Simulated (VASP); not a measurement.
# Se (P6_3/mmc) in VASP: a series of runs

Se is run at these levels: PBE; tasks: single point.

All numbers are computed with VASP 6.6.1; they aren't measurements. Logs are shortened: lines on timing, memory, paths and dates and some standing lists are left out, and cuts for length are marked.

**1. The cell of the first run**

It takes space group P6_3/mmc (No. 194, hexagonal). Conventional cell: a = 2.309 Å, b = 2.309 Å, c = 3.591 Å, α = 90.00°, β = 90.00°, γ = 120.00°. Se (site symmetry -6m2) has 12 Se at 2.24 to 2.31 Å within 3.0 Å.

**2. Single point, PBE**

The input, INCAR:

```
SYSTEM = Se
ALGO     = Normal         ! electronic algorithm
EDIFF    = 1E-6           ! SCF threshold, eV
ENCUT    = 520            ! plane-wave cutoff, eV
GGA      = PE             ! functional
ISIF     = 2              ! what is computed and relaxed
ISMEAR   = -1             ! smearing method
LASPH    = .True.         ! aspherical terms in the spheres
LCHARG   = .True.         ! write CHGCAR
LELF     = .True.         ! ELF
LREAL    = .False.        ! projectors in reciprocal space
LVHAR    = .True.       
LWAVE    = .False.        ! write WAVECAR
NBANDS   = 13             ! bands
NELM     = 80             ! most SCF steps
PREC     = Accurate       ! precision mode
SIGMA    = 0.1            ! smearing width, eV
```

The input, KPOINTS:

```
k-points
0
Gamma
  19 19 10
  0 0 0
```

The input, POSCAR:

```
Se
1.0
    2.3086364249      0.0000000000      0.0000000000
   -1.1543182125      1.9993377921      0.0000000000
    0.0000000000      0.0000000000      3.5910023813
Se
2
Direct
    0.3333333333      0.6666666667      0.2500000000
    0.6666666667      0.3333333333      0.7500000000
```

Potentials or basis: VASP PAW PBE potentials, release 64 (Se).

On the command line:

```sh
cat potpaw_PBE.64/Se/POTCAR > POTCAR
mpirun -np 1 vasp_std > vasp.out
```

OUTCAR:

```text
SYSTEM = Se
   EDIFF = 1E-6
   ENCUT = 520
   GGA = PE
   ISIF = 2
   ISMEAR = -1
   LASPH = .True.
   LREAL = .False.
   NELM = 80
   PREC = Accurate

 ion  position               nearest neighbor table
   1  0.333  0.667  0.250-   2 2.24   2 2.24   2 2.24   2 2.24   2 2.24   2 2.24
   2  0.667  0.333  0.750-   1 2.24   1 2.24   1 2.24   1 2.24   1 2.24   1 2.24

  LATTYP: Found a hexagonal cell.
 ALAT       =     2.3086364249
 C/A-ratio  =     1.5554646641

  Lattice vectors:

 A1 = (   2.3086364249,   0.0000000000,   0.0000000000)
 A2 = (  -1.1543182125,   1.9993377921,   0.0000000000)
 A3 = (   0.0000000000,   0.0000000000,   3.5910023813)

Analysis of symmetry for initial positions (statically):
=====================================================================
 Subroutine PRICEL returns:
 Original cell was already a primitive cell.

 Routine SETGRP: Setting up the symmetry group for a
 hexagonal supercell.

 Subroutine GETGRP returns: Found 24 space group operations
 (whereof 12 operations were pure point group operations)
 out of a pool of 24 trial point group operations.

The static configuration has the point symmetry D_3d.
 The point group associated with its full space group is D_6h.

Analysis of symmetry for dynamics (positions and initial velocities):
=====================================================================
 Subroutine PRICEL returns:
 Original cell was already a primitive cell.

 Routine SETGRP: Setting up the symmetry group for a
 hexagonal supercell.

 Subroutine GETGRP returns: Found 24 space group operations
 (whereof 12 operations were pure point group operations)
 out of a pool of 24 trial point group operations.

The dynamic configuration has the point symmetry D_3d.
 The point group associated with its full space group is D_6h.

 Subroutine INISYM returns: Found 24 space group operations
 (whereof 12 operations are pure point group operations),
 and found     1 'primitive' translations

----------------------------------------------------------------------------------------

                                     Primitive cell

  volume of cell :      16.5751

  direct lattice vectors                    reciprocal lattice vectors
     2.308636425  0.000000000  0.000000000     0.433156122  0.250082803  0.000000000
    -1.154318212  1.999337792  0.000000000     0.000000000  0.500165607  0.000000000
     0.000000000  0.000000000  3.591002381     0.000000000  0.000000000  0.278473778

  length of vectors
     2.308636425  2.308636425  3.591002381     0.500165607  0.500165607  0.278473778
[... 86 lines left out ...]
   NFREE  =      0    steps in history (QN), initial steepest desc. (CG)
   ISIF   =      2    stress and relaxation
   ISYM   =      2    0-nonsym 1-usesym 2-fastsym
   POTIM  = 0.5000    time-step for ionic-motion
   TEBEG  =    0.0;   TEEND  =   0.0 temperature during run
   PSTRESS=    0.0 pullay stress
   NELECT =      12.0000    total number of electrons
   NUPDOWN=      -1.0000    fix difference up-down
   EMIN   =  10.00;   EMAX   =-10.00  energy-range for DOS
   EFERMI =   0.00;   METHOD = LEGACY
   ISMEAR =    -1;   SIGMA  =   0.10  broadening in eV -4-tet -1-fermi 0-gaus
   EFERMI_NEDOS =   21; number of points for ismear=-14 and -15
   IALGO  =     38    algorithm
   IMIX   =      4    mixing-type and parameters
     AMIX     =   0.40;   BMIX     =  1.00
     AMIX_MAG =   1.60;   BMIX_MAG =  1.00
  volume/ion in A,a.u.               =       8.29        55.93
  Fermi-wavevector in a.u.,A,eV,Ry     =   1.469996  2.777889 29.400663  2.160888
  Thomas-Fermi vector in A             =   2.585306
   LORBIT       =      0    0 simple, 1 ext, 2 COOP (PROOUT), +10 PAW based schemes
   GGA     = PE    functional components
   LHFCALC =     F    Hartree Fock is set to
   AEXX    =    0.0000 exact exchange contribution
   IVDW    =     0    specifies the selected vdW correction
   LEPSILON=     F    determine dielectric tensor
   LRPA    =     F    only Hartree local field effects (RPA)
 non-spin polarized calculation
  energy-cutoff  :      520.00
  volume of cell :       16.58
 maximum number of plane-waves:       482
 NGX is ok and might be reduce to    18
   NGX =  9   NGY =  9   NGZ = 13

 number of electron      12.0000002 magnetization

 Free energy of the ion-electron system (eV)
  ---------------------------------------------------
  ext. energy  EPLUGINS =         0.00000000
  ---------------------------------------------------
  free energy    TOTEN  =        10.12204446 eV

  energy without entropy =       10.14393176  energy(sigma->0) =       10.13298811

 E-fermi :  21.7484     XC(G=0): -15.0956

 val. band max:       21.7260818612   @ k =   0.2105   0.0526   0.4000
 cond. band min:      21.7602722538   @ k =   0.1579   0.1053   0.3000
 fundamental gap:      0.0341903926
 Fermi energy:        21.7484280326

 k-point     1 :       0.0000    0.0000    0.0000
  band No.  band energies     occupation
      1      -7.7186      2.00000
      2       4.1605      2.00000
      3       4.2946      2.00000
      4      26.4141      0.00000
      5      26.4141      0.00000
      6      29.8304      0.00000
      7      29.8304      0.00000
      8      33.6183      0.00000
      9      33.6936      0.00000
     10      35.1460      0.00000
     11      37.8151      0.00000
     12      37.8151      0.00000
     13      40.0115      0.00000
[... 354 lines left out ...]
  band No.  band energies     occupation
      1      -2.2056      2.00000
      2       7.9133      2.00000
      3       9.5220      2.00000
      4       9.6665      2.00000
      5      15.6678      2.00000
      6      19.2049      2.00000
      7      20.0176      2.00000
      8      26.2645      0.00000
      9      28.4398      0.00000
     10      28.6126      0.00000
     11      39.2028      0.00000
     12      39.2495      0.00000
     13      42.6623      0.00000

 [... further k-points ...]
[... 5 lines left out ...]
  --------------------------------------------------------------------------------------
  -------------------------------------------------------------------------------------
  Total       48.6592661     48.6592661     48.7679789     -0.0000000     -0.0000000      0.0000000
  in kB     4703.4737570   4703.4737572   4713.9820875     -0.0000001     -0.0000000      0.0000000
  external PRESSURE =    4706.9765339 kB  Pullay stress =       0.0000000 kB

 VOLUME and BASIS-vectors are now :
 -----------------------------------------------------------------------------
  energy-cutoff  :      520.00
  volume of cell :       16.58
      direct lattice vectors                 reciprocal lattice vectors
     2.308636425  0.000000000  0.000000000     0.433156122  0.250082803  0.000000000
    -1.154318212  1.999337792  0.000000000     0.000000000  0.500165607  0.000000000
     0.000000000  0.000000000  3.591002381     0.000000000  0.000000000  0.278473778

 POSITION                                       TOTAL-FORCE (eV/Angst)
 -----------------------------------------------------------------------------------
     -0.00000      1.33289      0.89775         0.000000      0.000000      0.000000
      1.15432      0.66645      2.69325        -0.000000     -0.000000      0.000000
 -----------------------------------------------------------------------------------
    total drift:                                0.000000     -0.000000      0.000000

  FREE ENERGIE OF THE ION-ELECTRON SYSTEM (eV)
  ---------------------------------------------------
  free  energy   TOTEN  =        10.1220444562 eV

  energy  without entropy=       10.1439317616  energy(sigma->0) =       10.13298811
```

stdout:

```text
POSCAR found type information on POSCAR Se
 POSCAR found :  1 types and       2 ions
 scaLAPACK will be used
 LDA part: xc-table for (Slater+PW92), standard interpolation
 POSCAR, INCAR and KPOINTS ok, starting setup
 FFT: planning ... GRIDC
 FFT: planning ... GRID_SOFT
 FFT: planning ... GRID
 WAVECAR not read
 entering main loop
```

Wall time 18 s (1 thread of Intel Xeon 6975P-C (Granite Rapids), shared host); peak memory 0.16 GiB.

Results:

| Property | Result |
| --- | --- |
| Free energy | 10.1220 eV |
| Pressure | 470.7 GPa |
| Band gap on the k mesh | zero (band 6 reaches 29.88 eV, above the bottom of band 7 at 16.21 eV) |

Stress tensor (GPa, compression positive):
```
470.35   0.00   0.00
  0.00 470.35   0.00
  0.00   0.00 471.40
```

**3. Single point, PBE**

The input, INCAR:

```
  PREC = Accurate
  ENCUT = 520
  EDIFF = 1E-6
  ISMEAR = -1
  SIGMA = 0.1
  LREAL = F
  LASPH = T
  NELM = 60
  ALGO = Normal
  ISIF = 2
  LWAVE = F
  LCHARG = F
  GGA = PE
  NBANDS = 13
```

The input, KPOINTS:

```
Automatic mesh
0
Gamma
  19 19 10
```

POSCAR is that of step 2.

Potentials or basis: VASP PAW PBE potentials, release 64 (Se).

On the command line:

```sh
cat potpaw_PBE.64/Se/POTCAR > POTCAR
mpirun -np 1 vasp_std > vasp.out
```

OUTCAR:

```text
PREC = Accurate
   ENCUT = 520
   EDIFF = 1E-6
   ISMEAR = -1
   LREAL = F
   LASPH = T
   NELM = 60
   ISIF = 2
   GGA = PE

 ion  position               nearest neighbor table
   1  0.333  0.667  0.250-   2 2.24   2 2.24   2 2.24   2 2.24   2 2.24   2 2.24
   2  0.667  0.333  0.750-   1 2.24   1 2.24   1 2.24   1 2.24   1 2.24   1 2.24

  LATTYP: Found a hexagonal cell.
 ALAT       =     2.3086364249
 C/A-ratio  =     1.5554646641

  Lattice vectors:

 A1 = (   2.3086364249,   0.0000000000,   0.0000000000)
 A2 = (  -1.1543182125,   1.9993377921,   0.0000000000)
 A3 = (   0.0000000000,   0.0000000000,   3.5910023813)

Analysis of symmetry for initial positions (statically):
=====================================================================
 Subroutine PRICEL returns:
 Original cell was already a primitive cell.

 Routine SETGRP: Setting up the symmetry group for a
 hexagonal supercell.

 Subroutine GETGRP returns: Found 24 space group operations
 (whereof 12 operations were pure point group operations)
 out of a pool of 24 trial point group operations.

The static configuration has the point symmetry D_3d.
 The point group associated with its full space group is D_6h.

Analysis of symmetry for dynamics (positions and initial velocities):
=====================================================================
 Subroutine PRICEL returns:
 Original cell was already a primitive cell.

 Routine SETGRP: Setting up the symmetry group for a
 hexagonal supercell.

 Subroutine GETGRP returns: Found 24 space group operations
 (whereof 12 operations were pure point group operations)
 out of a pool of 24 trial point group operations.

The dynamic configuration has the point symmetry D_3d.
 The point group associated with its full space group is D_6h.

 Subroutine INISYM returns: Found 24 space group operations
 (whereof 12 operations are pure point group operations),
 and found     1 'primitive' translations

[... 115 lines left out ...]
  volume/ion in A,a.u.               =       8.29        55.93
  Fermi-wavevector in a.u.,A,eV,Ry     =   1.469996  2.777889 29.400663  2.160888
  Thomas-Fermi vector in A             =   2.585306
   LORBIT       =      0    0 simple, 1 ext, 2 COOP (PROOUT), +10 PAW based schemes
   GGA     = PE    functional components
   LHFCALC =     F    Hartree Fock is set to
   AEXX    =    0.0000 exact exchange contribution
   IVDW    =     0    specifies the selected vdW correction
   LEPSILON=     F    determine dielectric tensor
   LRPA    =     F    only Hartree local field effects (RPA)
 non-spin polarized calculation
  energy-cutoff  :      520.00
  volume of cell :       16.58
 maximum number of plane-waves:       482
 NGX is ok and might be reduce to    18
   NGX =  9   NGY =  9   NGZ = 13

 number of electron      12.0000002 magnetization

 Free energy of the ion-electron system (eV)
  ---------------------------------------------------
  ext. energy  EPLUGINS =         0.00000000
  ---------------------------------------------------
  free energy    TOTEN  =        10.12204446 eV

  energy without entropy =       10.14393176  energy(sigma->0) =       10.13298811

 E-fermi :  21.7484     XC(G=0): -15.0956

 val. band max:       21.7260818612   @ k =   0.2105   0.0526   0.4000
 cond. band min:      21.7602722538   @ k =   0.1579   0.1053   0.3000
 fundamental gap:      0.0341903926
 Fermi energy:        21.7484280326

 k-point     1 :       0.0000    0.0000    0.0000
  band No.  band energies     occupation
      1      -7.7186      2.00000
      2       4.1605      2.00000
      3       4.2946      2.00000
      4      26.4141      0.00000
      5      26.4141      0.00000
      6      29.8304      0.00000
      7      29.8304      0.00000
      8      33.6183      0.00000
      9      33.6936      0.00000
     10      35.1460      0.00000
     11      37.8151      0.00000
     12      37.8151      0.00000
     13      40.0115      0.00000
[... 354 lines left out ...]
  band No.  band energies     occupation
      1      -2.2056      2.00000
      2       7.9133      2.00000
      3       9.5220      2.00000
      4       9.6665      2.00000
      5      15.6678      2.00000
      6      19.2049      2.00000
      7      20.0176      2.00000
      8      26.2645      0.00000
      9      28.4398      0.00000
     10      28.6126      0.00000
     11      39.2028      0.00000
     12      39.2495      0.00000
     13      42.6623      0.00000

 [... further k-points ...]
[... 5 lines left out ...]
  --------------------------------------------------------------------------------------
  -------------------------------------------------------------------------------------
  Total       48.6592661     48.6592661     48.7679789     -0.0000000     -0.0000000      0.0000000
  in kB     4703.4737570   4703.4737572   4713.9820875     -0.0000001     -0.0000000      0.0000000
  external PRESSURE =    4706.9765339 kB  Pullay stress =       0.0000000 kB

 VOLUME and BASIS-vectors are now :
 -----------------------------------------------------------------------------
  energy-cutoff  :      520.00
  volume of cell :       16.58
      direct lattice vectors                 reciprocal lattice vectors
     2.308636425  0.000000000  0.000000000     0.433156122  0.250082803  0.000000000
    -1.154318212  1.999337792  0.000000000     0.000000000  0.500165607  0.000000000
     0.000000000  0.000000000  3.591002381     0.000000000  0.000000000  0.278473778

 POSITION                                       TOTAL-FORCE (eV/Angst)
 -----------------------------------------------------------------------------------
     -0.00000      1.33289      0.89775         0.000000      0.000000      0.000000
      1.15432      0.66645      2.69325        -0.000000     -0.000000      0.000000
 -----------------------------------------------------------------------------------
    total drift:                                0.000000     -0.000000      0.000000

  FREE ENERGIE OF THE ION-ELECTRON SYSTEM (eV)
  ---------------------------------------------------
  free  energy   TOTEN  =        10.1220444562 eV

  energy  without entropy=       10.1439317616  energy(sigma->0) =       10.13298811
```

stdout:

```text
POSCAR found type information on POSCAR Se
 POSCAR found :  1 types and       2 ions
 scaLAPACK will be used
 LDA part: xc-table for (Slater+PW92), standard interpolation
 POSCAR, INCAR and KPOINTS ok, starting setup
 FFT: planning ... GRIDC
 FFT: planning ... GRID_SOFT
 FFT: planning ... GRID
 WAVECAR not read
 entering main loop
```

Wall time 23 s (1 thread of Intel Xeon 6975P-C (Granite Rapids), shared host); peak memory 0.16 GiB.

Results:

```yaml
Free_energy: 10.1220 eV
Pressure: 470.7 GPa
Band_gap_on_the_k_mesh: zero (band 6 reaches 29.88 eV, above the bottom of band 7 at 16.21 eV)
```

Levels at points of the mesh, in eV from the Fermi level:
```csv
k point,band 4,band 5,band 6,band 7,band 8,band 9
"(0.00, 0.00, 0.00)",4.67,4.67,8.08,8.08,11.87,11.95
"(0.00, 0.00, 0.50)",-2.94,7.15,7.15,7.15,7.15,12.27
```
